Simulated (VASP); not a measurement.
# SnSe2 (P-3m1) in VASP: a series of runs

SnSe2 is run at these levels: PBE, PBE+D4, r2SCAN+rVV10; tasks: single point.

Program: VASP 6.6.1. These are calculated values, not measurements. Logs are shortened: lines on timing, memory, paths and dates and some standing lists are left out, and cuts for length are marked.

**1. The cell of the first run**

It takes space group P-3m1 (No. 164, trigonal). The conventional cell has a = 3.825 Å, b = 3.825 Å, c = 6.227 Å, α = 90.00°, β = 90.00°, γ = 120.00°. Sn (site symmetry -3m) has 6 Se at 2.71 Å within 3.6 Å. Se (site symmetry 3m) has 3 Sn at 2.71 Å within 3.6 Å.

**2. Single point, PBE**

The input, INCAR:

```
PREC = Accurate ; ENCUT = 520
EDIFF = 1E-6 ; ISMEAR = 0
SIGMA = 0.01 ; LREAL = F
LASPH = T ; NELM = 100
ALGO = Normal ; ISIF = 2
LWAVE = F ; LCHARG = T
GGA = PE ; LELF = T
LVHAR = T ; NBANDS = 20
```

The input, KPOINTS:

```
Automatic mesh
0
Gamma
  6 6 2
```

The input, POSCAR:

```
SnSe2
1.0
    3.8251636844      0.0000000000      0.0000000000
   -1.9125818422      3.3126889243      0.0000000000
    0.0000000000      0.0000000000      6.2270591582
Sn Se
1 2
Direct
    0.0000000000      0.0000000000      0.0000000000
    0.3333333333      0.6666666667      0.2530759000
    0.6666666667      0.3333333333      0.7469241000
```

Potentials or basis: VASP PAW PBE potentials, release 64 (Sn_d, Se).

The run is started by

```
cat potpaw_PBE.64/Sn_d/POTCAR potpaw_PBE.64/Se/POTCAR > POTCAR
mpirun -np 1 vasp_std > vasp.out
```

OUTCAR:

```text
PREC = Accurate
   ENCUT = 520
   EDIFF = 1E-6
   ISMEAR = 0
   LREAL = F
   LASPH = T
   NELM = 100
   ISIF = 2
   GGA = PE

 ion  position               nearest neighbor table
   1  0.000  0.000  0.000-   2 2.71   3 2.71   2 2.71   3 2.71   3 2.71   2 2.71
   2  0.333  0.667  0.253-   1 2.71   1 2.71   1 2.71
   3  0.667  0.333  0.747-   1 2.71   1 2.71   1 2.71

  LATTYP: Found a hexagonal cell.
 ALAT       =     3.8251636844
 C/A-ratio  =     1.6279196583

  Lattice vectors:

 A1 = (   3.8251636844,   0.0000000000,   0.0000000000)
 A2 = (  -1.9125818422,   3.3126889243,   0.0000000000)
 A3 = (   0.0000000000,   0.0000000000,   6.2270591582)

Analysis of symmetry for initial positions (statically):
=====================================================================
 Subroutine PRICEL returns:
 Original cell was already a primitive cell.

 Routine SETGRP: Setting up the symmetry group for a
 hexagonal supercell.

 Subroutine GETGRP returns: Found 12 space group operations
 (whereof 12 operations were pure point group operations)
 out of a pool of 24 trial point group operations.

The static configuration has the point symmetry D_3d.

Analysis of symmetry for dynamics (positions and initial velocities):
=====================================================================
 Subroutine PRICEL returns:
 Original cell was already a primitive cell.

 Routine SETGRP: Setting up the symmetry group for a
 hexagonal supercell.

 Subroutine GETGRP returns: Found 12 space group operations
 (whereof 12 operations were pure point group operations)
 out of a pool of 24 trial point group operations.

The dynamic configuration has the point symmetry D_3d.

 Subroutine INISYM returns: Found 12 space group operations
 (whereof 12 operations are pure point group operations),
 and found     1 'primitive' translations

----------------------------------------------------------------------------------------

                                     Primitive cell

  volume of cell :      78.9067

  direct lattice vectors                    reciprocal lattice vectors
     3.825163684  0.000000000  0.000000000     0.261426721  0.150934788  0.000000000
    -1.912581842  3.312688924  0.000000000     0.000000000  0.301869576  0.000000000
     0.000000000  0.000000000  6.227059158     0.000000000  0.000000000  0.160589449

  length of vectors
     3.825163684  3.825163684  6.227059158     0.301869576  0.301869576  0.160589449

  position of ions in fractional coordinates (direct lattice)
     0.000000000  0.000000000  0.000000000
     0.333333333  0.666666667  0.253075900
     0.666666667  0.333333333  0.746924100

  ion indices of the primitive-cell ions
   primitive index   ion index
                 1           1
                 2           2
                 3           3

----------------------------------------------------------------------------------------

 KPOINTS: Automatic mesh

Automatic generation of k-mesh.
 Grid dimensions read from file:
 generate k-points for:    6    6    2

 Generating k-lattice:

  Cartesian coordinates                     Fractional coordinates (reciprocal lattice)
     0.043571120  0.025155798  0.000000000     0.166666667  0.000000000  0.000000000
     0.000000000  0.050311596  0.000000000     0.000000000  0.166666667  0.000000000
     0.000000000  0.000000000  0.080294725     0.000000000  0.000000000  0.500000000

  Length of vectors
     0.050311596  0.050311596  0.080294725

  Shift w.r.t. Gamma in fractional coordinates (k-lattice)
     0.000000000  0.000000000  0.000000000

 Subroutine IBZKPT returns following result:
 ===========================================

 Found     14 irreducible k-points:

 Following reciprocal coordinates:
            Coordinates               Weight
  0.000000  0.000000  0.000000      1.000000
  0.166667  0.000000  0.000000      6.000000
  0.333333  0.000000  0.000000      6.000000
  0.500000 -0.000000  0.000000      3.000000
  0.166667  0.166667  0.000000      6.000000
  0.333333  0.166667  0.000000     12.000000
  0.333333  0.333333  0.000000      2.000000
  0.000000  0.000000  0.500000      1.000000
  0.166667  0.000000  0.500000      6.000000
  0.333333  0.000000  0.500000      6.000000
  0.500000 -0.000000  0.500000      3.000000
  0.166667  0.166667  0.500000      6.000000
  0.333333  0.166667  0.500000     12.000000
  0.333333  0.333333  0.500000      2.000000
   k-points           NKPTS =     14   k-points in BZ     NKDIM =     14   number of bands    NBANDS=     20
   number of dos      NEDOS =    301   number of ions     NIONS =      3
   total plane-waves  NPLWV =  37632
   dimension x,y,z NGX =    28 NGY =   28 NGZ =   48
   dimension x,y,z NGXF=    56 NGYF=   56 NGZF=   96
   ions per type =               1   2
   NGX,Y,Z   is equivalent  to a cutoff of  12.17, 12.17, 12.81 a.u.
   NGXF,Y,Z  is equivalent  to a cutoff of  24.34, 24.34, 25.63 a.u.
 SYSTEM =  unknown system
   PREC   = accura    normal or accurate (medium, high low for compatibility)
   ISTART =      0    job   : 0-new  1-cont  2-samecut
   ICHARG =      2    charge: 1-file 2-atom 10-const
   ISPIN  =      1    spin polarized calculation?
   LNONCOLLINEAR =      F non collinear calculations
   LSORBIT =      F    spin-orbit coupling
   LASPH  =      T    aspherical Exc in radial PAW
   ENCUT  =  520.0 eV  38.22 Ry    6.18 a.u.   7.11  7.11 11.58*2*pi/ulx,y,z
   NELM   =    100;   NELMIN=  2; NELMDL= -5     # of ELM steps
   EDIFF  = 0.1E-05   stopping-criterion for ELM
   LREAL  =      F    real-space projection
   EDIFFG = 0.1E-04   stopping-criterion for IOM
   NSW    =      0    number of steps for IOM
   IBRION =     -1    ionic relax: 0-MD 1-quasi-New 2-CG
   NFREE  =      0    steps in history (QN), initial steepest desc. (CG)
   ISIF   =      2    stress and relaxation
   ISYM   =      2    0-nonsym 1-usesym 2-fastsym
   POTIM  = 0.5000    time-step for ionic-motion
   TEBEG  =    0.0;   TEEND  =   0.0 temperature during run
   PSTRESS=    0.0 pullay stress
   NELECT =      26.0000    total number of electrons
   NUPDOWN=      -1.0000    fix difference up-down
   EMIN   =  10.00;   EMAX   =-10.00  energy-range for DOS
   EFERMI =   0.00;   METHOD = LEGACY
   ISMEAR =     0;   SIGMA  =   0.01  broadening in eV -4-tet -1-fermi 0-gaus
   EFERMI_NEDOS =   21; number of points for ismear=-14 and -15
   IALGO  =     38    algorithm
   IMIX   =      4    mixing-type and parameters
     AMIX     =   0.40;   BMIX     =  1.00
     AMIX_MAG =   1.60;   BMIX_MAG =  1.00
  volume/ion in A,a.u.               =      26.30       177.50
  Fermi-wavevector in a.u.,A,eV,Ry     =   1.130736  2.136782 17.395932  1.278565
  Thomas-Fermi vector in A             =   2.267434
   LORBIT       =      0    0 simple, 1 ext, 2 COOP (PROOUT), +10 PAW based schemes
   GGA     = PE    functional components
   LHFCALC =     F    Hartree Fock is set to
   AEXX    =    0.0000 exact exchange contribution
   IVDW    =     0    specifies the selected vdW correction
   LEPSILON=     F    determine dielectric tensor
   LRPA    =     F    only Hartree local field effects (RPA)
 non-spin polarized calculation
 Gauss-broadening in eV      SIGMA  =   0.01
  energy-cutoff  :      520.00
  volume of cell :       78.91
 maximum number of plane-waves:      2148
   NGX = 15   NGY = 15   NGZ = 23

 number of electron      26.0000000 magnetization

 Free energy of the ion-electron system (eV)
  ---------------------------------------------------
  ext. energy  EPLUGINS =         0.00000000
  ---------------------------------------------------
  free energy    TOTEN  =       -11.81977983 eV

  energy without entropy =      -11.81977983  energy(sigma->0) =      -11.81977983

 E-fermi :   4.0125     XC(G=0):  -9.3741

 val. band max:        3.8904280538   @ k =   0.1667   0.0000   0.0000
 cond. band min:       4.6780961548   @ k =   0.5000  -0.0000   0.5000
 fundamental gap:      0.7876681011
 Fermi energy:         4.0125089266

 k-point     1 :       0.0000    0.0000    0.0000
  band No.  band energies     occupation
      1     -17.2858      2.00000
      2     -17.2858      2.00000
      3     -17.2504      2.00000
      4     -17.2380      2.00000
      5     -17.2380      2.00000
      6      -9.8307      2.00000
[... 12 lines left out ...]
     19      12.9309      0.00000
     20      12.9309      0.00000

 k-point     2 :       0.1667    0.0000    0.0000
  band No.  band energies     occupation
      1     -17.2973      2.00000
      2     -17.2771      2.00000
      3     -17.2461      2.00000
      4     -17.2410      2.00000
      5     -17.2365      2.00000
      6      -9.5652      2.00000
[... 12 lines left out ...]
     19      12.1858      0.00000
     20      13.2079      0.00000

 k-point     3 :       0.3333    0.0000    0.0000
  band No.  band energies     occupation
      1     -17.3236      2.00000
      2     -17.2668      2.00000
      3     -17.2558      2.00000
      4     -17.2259      2.00000
      5     -17.2249      2.00000
      6      -8.8611      2.00000
[... 12 lines left out ...]
     19      12.9437      0.00000
     20      13.7002      0.00000

 k-point     4 :       0.5000   -0.0000    0.0000
  band No.  band energies     occupation
      1     -17.3376      2.00000
      2     -17.2653      2.00000
      3     -17.2604      2.00000
      4     -17.2169      2.00000
      5     -17.2164      2.00000
      6      -8.2587      2.00000
[... 199 lines left out ...]
 k-point    13 :       0.3333    0.1667    0.5000
  band No.  band energies     occupation
      1     -17.3238      2.00000
      2     -17.2766      2.00000
      3     -17.2523      2.00000
      4     -17.2279      2.00000
      5     -17.2164      2.00000
      6      -8.2203      2.00000
[... 12 lines left out ...]
     19      12.3252      0.00000
     20      13.6797      0.00000

 k-point    14 :       0.3333    0.3333    0.5000
  band No.  band energies     occupation
      1     -17.3020      2.00000
      2     -17.3020      2.00000
      3     -17.2368      2.00000
      4     -17.2368      2.00000
      5     -17.2198      2.00000
      6      -7.8206      2.00000
[... 12 lines left out ...]
     19      13.0747      0.00000
     20      13.0951      0.00000

------------------------ aborting loop because EDIFF is reached ----------------------------------------

  FORCE on cell =-STRESS in cart. coord.  units (eV):
  Direction    XX          YY          ZZ          XY          YZ          ZX
  --------------------------------------------------------------------------------------
  -------------------------------------------------------------------------------------
  Total        1.4918534      1.4918534      1.4084666      0.0000000      0.0000000      0.0000000
  in kB       30.2916589     30.2916589     28.5985135      0.0000000      0.0000000      0.0000000
  external PRESSURE =      29.7272771 kB  Pullay stress =       0.0000000 kB

 VOLUME and BASIS-vectors are now :
 -----------------------------------------------------------------------------
  energy-cutoff  :      520.00
  volume of cell :       78.91
      direct lattice vectors                 reciprocal lattice vectors
     3.825163684  0.000000000  0.000000000     0.261426721  0.150934788  0.000000000
    -1.912581842  3.312688924  0.000000000     0.000000000  0.301869576  0.000000000
     0.000000000  0.000000000  6.227059158     0.000000000  0.000000000  0.160589449

 POSITION                                       TOTAL-FORCE (eV/Angst)
 -----------------------------------------------------------------------------------
      0.00000      0.00000      0.00000        -0.000000      0.000000      0.000000
     -0.00000      2.20846      1.57592        -0.000000      0.000000      0.263166
      1.91258      1.10423      4.65114         0.000000     -0.000000     -0.263166
 -----------------------------------------------------------------------------------
    total drift:                               -0.000000     -0.000000     -0.000000

  FREE ENERGIE OF THE ION-ELECTRON SYSTEM (eV)
  ---------------------------------------------------
  free  energy   TOTEN  =       -11.8197798290 eV

  energy  without entropy=      -11.8197798290  energy(sigma->0) =      -11.81977983
```

Wall time 9.8 s (1 thread of Intel Xeon 6975P-C (Granite Rapids), shared host); peak memory 0.19 GiB.

Results:

```yaml
Free_energy: -11.8198 eV
Pressure: 3.0 GPa
Largest_force: 0.263 eV/Å
Band_gap_on_the_k_mesh: 0.79 eV, indirect (least direct gap 1.12 eV)
```

Forces in eV/Å, atoms in the order of the input:
```
Sn   0.000  0.000  0.000
Se   0.000  0.000  0.263
Se   0.000  0.000 -0.263
```

Stress tensor (GPa, compression positive):
```
3.03 0.00 0.00
0.00 3.03 0.00
0.00 0.00 2.86
```

Levels at points of the mesh, in eV from the valence-band top:
```
           k point  band 9  band 10  band 11  band 12  band 13  band 14  band 15  band 16  band 17  band 18
(0.00, 0.00, 0.00)   -0.52    -0.52    -0.25    -0.25    -0.07     1.05     3.11     4.70     4.70     8.09
(0.50, 0.00, 0.00)   -4.27    -2.84    -2.42    -1.20    -0.22     1.20     3.80     5.37     5.43     6.93
(0.00, 0.00, 0.50)   -2.04    -0.61    -0.61    -0.09    -0.09     2.49     3.03     4.44     4.44     7.98
(0.50, 0.00, 0.50)   -4.72    -2.25    -1.94    -0.78    -0.61     0.79     4.22     4.78     5.85     6.18
```

Caveat: the k points lie up to 0.50 Å⁻¹ apart; spin-orbit coupling is left out, which moves the levels of the heavy elements; this functional lacks dispersion, which binds the layers, so the pressure and a relaxed spacing across them are unreliable. A k mesh can miss the band edges.

**3. Single point, PBE+D4**

This run uses another cell than the first one, of 25.50 Å³/atom, 0.970 times its volume.

The input, INCAR:

```
PREC = Accurate
ENCUT = 520
EDIFF = 1E-7
ISMEAR = -1
SIGMA = 0.02
LREAL = False
LASPH = True
NELM = 100
ALGO = Normal
ISIF = 2
LWAVE = False
LCHARG = True
GGA = PE
IVDW = 13
LELF = True
LVHAR = True
NBANDS = 20
```

The input, KPOINTS:

```
Automatic mesh
0
Gamma
  12 12 4
```

The input, POSCAR:

```
SnSe2
1.0
    3.8374282247      0.0000000000      0.0000000000
   -1.9187141123      3.3233103278      0.0000000000
    0.0000000000      0.0000000000      5.9989459401
Sn Se
1 2
Direct
    0.0000000000      0.0000000000      0.0000000000
    0.3333333333      0.6666666667      0.2658203163
    0.6666666667      0.3333333333      0.7341796837
```

Potentials or basis: VASP PAW PBE potentials, release 64 (Sn_d, Se).

The run is started by

```
cat potpaw_PBE.64/Sn_d/POTCAR potpaw_PBE.64/Se/POTCAR > POTCAR
mpirun -np 1 vasp_std > vasp.out
```

It took 55 s on 1 thread of Intel Xeon 6975P-C (Granite Rapids), shared host; peak memory 0.25 GiB.

It converged, with:

```yaml
Free_energy: -13.0052 eV
Pressure: 0.1 GPa
Largest_force: 0.014 eV/Å
Band_gap_on_the_k_mesh: 0.47 eV, indirect (least direct gap 0.81 eV)
Dispersion_energy_per_atom: -0.400 eV
```

Forces in eV/Å, atoms in the order of the input:
```
Sn   0.000  0.000  0.000
Se   0.000  0.000  0.014
Se   0.000  0.000 -0.014
```

Levels at points of the mesh, in eV from the valence-band top:
```tsv
k point	band 10	band 11	band 12	band 13	band 14	band 15	band 16	band 17
(0.00, 0.00, 0.00)	-0.75	-0.59	-0.59	-0.14	0.67	2.89	4.46	4.46
(0.50, 0.00, 0.00)	-3.29	-2.70	-1.73	-0.41	1.09	3.47	4.85	4.96
(0.00, 0.00, 0.50)	-0.92	-0.92	-0.32	-0.32	2.38	2.75	4.07	4.07
(0.50, 0.00, 0.50)	-2.41	-2.08	-1.14	-1.03	0.58	3.86	4.49	5.70
```

Caveat: spin-orbit coupling is left out, which moves the levels of the heavy elements.

[end of part 1 of 2]
